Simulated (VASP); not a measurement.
# Ca (Fd-3m) in VASP: notebook

Ca is run at these levels: PBE; tasks: single point.

Program: VASP 6.6.1. These are calculated values, not measurements. Logs are shortened: lines on timing, memory, paths and dates and some standing lists are left out, and cuts for length are marked.

### 1 The cell of the first run

Symmetry: Fd-3m, No. 227, cubic system. Conventional cell: a = 7.584 Å, b = 7.584 Å, c = 7.584 Å, α = 90.00°, β = 90.00°, γ = 90.00°. Ca (site symmetry -43m) has 4 Ca at 3.28 Å within 4.3 Å.

This isn't the form of Ca at room conditions, which is fcc.

### 2 Single point, PBE

INCAR

```
SYSTEM = Ca
PREC = Accurate
ENCUT = 520
EDIFF = 1E-6
ISMEAR = -1
SIGMA = 0.08
LREAL = .FALSE.
LASPH = .TRUE.
NELM = 100
ALGO = Normal
ISIF = 2
LWAVE = .FALSE.
LCHARG = .FALSE.
GGA = PE
NBANDS = 17
```

KPOINTS

```
regular mesh
0
G
  9 9 9
  0 0 0
```

POSCAR

```
Ca
1.0
    0.0000000000      3.7917683666      3.7917683666
    3.7917683666      0.0000000000      3.7917683666
    3.7917683666      3.7917683666      0.0000000000
Ca
2
Direct
   -0.1250000000     -0.1250000000     -0.1250000000
    0.1250000000      0.1250000000      0.1250000000
```

Potentials or basis: VASP PAW PBE potentials, release 64 (Ca_sv).

Started as:

```bash
$ cat potpaw_PBE.64/Ca_sv/POTCAR > POTCAR
$ mpirun -np 1 vasp_std > vasp.out
```

OUTCAR:

```text
SYSTEM = Ca
   PREC = Accurate
   ENCUT = 520
   EDIFF = 1E-6
   ISMEAR = -1
   LREAL = .FALSE.
   LASPH = .TRUE.
   NELM = 100
   ISIF = 2
   GGA = PE

 ion  position               nearest neighbor table
   1  0.875  0.875  0.875-
   2  0.125  0.125  0.125-

  LATTYP: Found a face centered cubic cell.
 ALAT       =     7.5835367332

  Lattice vectors:

 A1 = (   0.0000000000,   3.7917683666,   3.7917683666)
 A2 = (   3.7917683666,   0.0000000000,   3.7917683666)
 A3 = (   3.7917683666,   3.7917683666,   0.0000000000)

Analysis of symmetry for initial positions (statically):
=====================================================================
 Subroutine PRICEL returns:
 Original cell was already a primitive cell.

 Routine SETGRP: Setting up the symmetry group for a
 face centered cubic supercell.

 Subroutine GETGRP returns: Found 48 space group operations
 (whereof 12 operations were pure point group operations)
 out of a pool of 48 trial point group operations.

The static configuration has the point symmetry D_3d.
 The point group associated with its full space group is O_h .

Analysis of symmetry for dynamics (positions and initial velocities):
=====================================================================
 Subroutine PRICEL returns:
 Original cell was already a primitive cell.

 Routine SETGRP: Setting up the symmetry group for a
 face centered cubic supercell.

 Subroutine GETGRP returns: Found 48 space group operations
 (whereof 12 operations were pure point group operations)
 out of a pool of 48 trial point group operations.

The dynamic configuration has the point symmetry D_3d.
 The point group associated with its full space group is O_h .

 Subroutine INISYM returns: Found 48 space group operations
 (whereof 12 operations are pure point group operations),
 and found     1 'primitive' translations

----------------------------------------------------------------------------------------

                                     Primitive cell

  volume of cell :     109.0324

  direct lattice vectors                    reciprocal lattice vectors
     0.000000000  3.791768367  3.791768367    -0.131864595  0.131864595  0.131864595
[... 74 lines left out ...]
   NGX,Y,Z   is equivalent  to a cutoff of  12.40, 12.40, 12.40 a.u.
   NGXF,Y,Z  is equivalent  to a cutoff of  24.80, 24.80, 24.80 a.u.
 SYSTEM =  Ca
   PREC   = accura    normal or accurate (medium, high low for compatibility)
   ISTART =      0    job   : 0-new  1-cont  2-samecut
   ICHARG =      2    charge: 1-file 2-atom 10-const
   ISPIN  =      1    spin polarized calculation?
   LNONCOLLINEAR =      F non collinear calculations
   LSORBIT =      F    spin-orbit coupling
   LASPH  =      T    aspherical Exc in radial PAW
   ENCUT  =  520.0 eV  38.22 Ry    6.18 a.u.   9.97  9.97  9.97*2*pi/ulx,y,z
   NELM   =    100;   NELMIN=  2; NELMDL= -5     # of ELM steps
   EDIFF  = 0.1E-05   stopping-criterion for ELM
   LREAL  =      F    real-space projection
   EDIFFG = 0.1E-04   stopping-criterion for IOM
   NSW    =      0    number of steps for IOM
   IBRION =     -1    ionic relax: 0-MD 1-quasi-New 2-CG
   NFREE  =      0    steps in history (QN), initial steepest desc. (CG)
   ISIF   =      2    stress and relaxation
   ISYM   =      2    0-nonsym 1-usesym 2-fastsym
   POTIM  = 0.5000    time-step for ionic-motion
   TEBEG  =    0.0;   TEEND  =   0.0 temperature during run
   PSTRESS=    0.0 pullay stress
   NELECT =      20.0000    total number of electrons
   NUPDOWN=      -1.0000    fix difference up-down
   EMIN   =  10.00;   EMAX   =-10.00  energy-range for DOS
   EFERMI =   0.00;   METHOD = LEGACY
   ISMEAR =    -1;   SIGMA  =   0.08  broadening in eV -4-tet -1-fermi 0-gaus
   EFERMI_NEDOS =   21; number of points for ismear=-14 and -15
   IALGO  =     38    algorithm
   IMIX   =      4    mixing-type and parameters
     AMIX     =   0.40;   BMIX     =  1.00
     AMIX_MAG =   1.60;   BMIX_MAG =  1.00
  volume/ion in A,a.u.               =      54.52       367.89
  Fermi-wavevector in a.u.,A,eV,Ry     =   0.930179  1.757783 11.772200  0.865232
  Thomas-Fermi vector in A             =   2.056540
   LORBIT       =      0    0 simple, 1 ext, 2 COOP (PROOUT), +10 PAW based schemes
   GGA     = PE    functional components
   LHFCALC =     F    Hartree Fock is set to
   AEXX    =    0.0000 exact exchange contribution
   IVDW    =     0    specifies the selected vdW correction
   LEPSILON=     F    determine dielectric tensor
   LRPA    =     F    only Hartree local field effects (RPA)
 non-spin polarized calculation
  energy-cutoff  :      520.00
  volume of cell :      109.03
 maximum number of plane-waves:      2957
   NGX = 19   NGY = 19   NGZ = 19

 number of electron      20.0000004 magnetization

 Free energy of the ion-electron system (eV)
  ---------------------------------------------------
  ext. energy  EPLUGINS =         0.00000000
  ---------------------------------------------------
  free energy    TOTEN  =        -1.50227574 eV

  energy without entropy =       -1.42419882  energy(sigma->0) =       -1.46323728

 E-fermi :   0.8849     XC(G=0):  -6.8639

 val. band max:        0.8708791836   @ k =  -0.2222   0.3333   0.1111
 cond. band min:       0.8956649128   @ k =   0.4444   0.3333   0.1111
 fundamental gap:      0.0247857292
 Fermi energy:         0.8849444483

 k-point     1 :       0.0000    0.0000    0.0000
  band No.  band energies     occupation
      1     -41.8401      2.00000
      2     -41.7611      2.00000
      3     -22.8987      2.00000
      4     -22.8987      2.00000
      5     -22.8987      2.00000
      6     -22.7050      2.00000
[... 457 lines left out ...]
      4     -22.9391      2.00000
      5     -22.8212      2.00000
      6     -22.7878      2.00000
[... 9 lines left out ...]
     16       2.7944      0.00000
     17       2.7957      0.00000

 [... further k-points ...]
[... 5 lines left out ...]
  --------------------------------------------------------------------------------------
  -------------------------------------------------------------------------------------
  Total        1.4886280      1.4886280      1.4886280     -0.0000000      0.0000000      0.0000000
  in kB       21.8746634     21.8746634     21.8746634     -0.0000000      0.0000000      0.0000000
  external PRESSURE =      21.8746634 kB  Pullay stress =       0.0000000 kB

 VOLUME and BASIS-vectors are now :
 -----------------------------------------------------------------------------
  energy-cutoff  :      520.00
  volume of cell :      109.03
      direct lattice vectors                 reciprocal lattice vectors
     0.000000000  3.791768367  3.791768367    -0.131864595  0.131864595  0.131864595
     3.791768367  0.000000000  3.791768367     0.131864595 -0.131864595  0.131864595
     3.791768367  3.791768367  0.000000000     0.131864595  0.131864595 -0.131864595

 POSITION                                       TOTAL-FORCE (eV/Angst)
 -----------------------------------------------------------------------------------
      6.63559      6.63559      6.63559         0.000000     -0.000000     -0.000000
      0.94794      0.94794      0.94794        -0.000000      0.000000      0.000000
 -----------------------------------------------------------------------------------
    total drift:                                0.000000      0.000000     -0.000000

  FREE ENERGIE OF THE ION-ELECTRON SYSTEM (eV)
  ---------------------------------------------------
  free  energy   TOTEN  =        -1.5022757441 eV

  energy  without entropy=       -1.4241988199  energy(sigma->0) =       -1.46323728
```

Run time: 22 s. Hardware: 1 thread of Intel Xeon 6975P-C (Granite Rapids), shared host; peak memory 0.25 GiB.

Results:

| Item | Value |
| --- | --- |
| Free energy | -1.5023 eV |
| Pressure | 2.2 GPa |
| Band gap on the k mesh | zero (bands 10 and 11 overlap by 1.16 eV) |

### 3 Single point, PBE

INCAR

```
ALGO = Normal
EDIFF = 1E-6
ENCUT = 520
GGA = PE
ISIF = 2
ISMEAR = -1
LASPH = True
LCHARG = True
LELF = True
LREAL = False
LVHAR = True
LWAVE = False
NBANDS = 17
NELM = 80
PREC = Accurate
SIGMA = 0.08
```

KPOINTS

```
k-points
0
Gamma
  9 9 9
```

POSCAR is that of step 2.

Potentials or basis: VASP PAW PBE potentials, release 64 (Ca_sv).

Started as:

```bash
$ cat potpaw_PBE.64/Ca_sv/POTCAR > POTCAR
$ mpirun -np 1 vasp_std > vasp.out
```

Wall time 25 s (1 thread of Intel Xeon 6975P-C (Granite Rapids), shared host); peak memory 0.25 GiB.

The run converged. Its results:

| Item | Value |
| --- | --- |
| Free energy | -1.5023 eV |
| Pressure | 2.2 GPa |
| Band gap on the k mesh | zero (bands 10 and 11 overlap by 1.16 eV) |

Levels at points of the mesh, in eV from the Fermi level:
```csv
k point,band 7,band 8,band 9,band 10,band 11,band 12,band 13,band 14
"(0.00, 0.00, 0.00)",-23.59,-23.59,-3.43,0.80,0.80,0.80,0.82,0.82
```
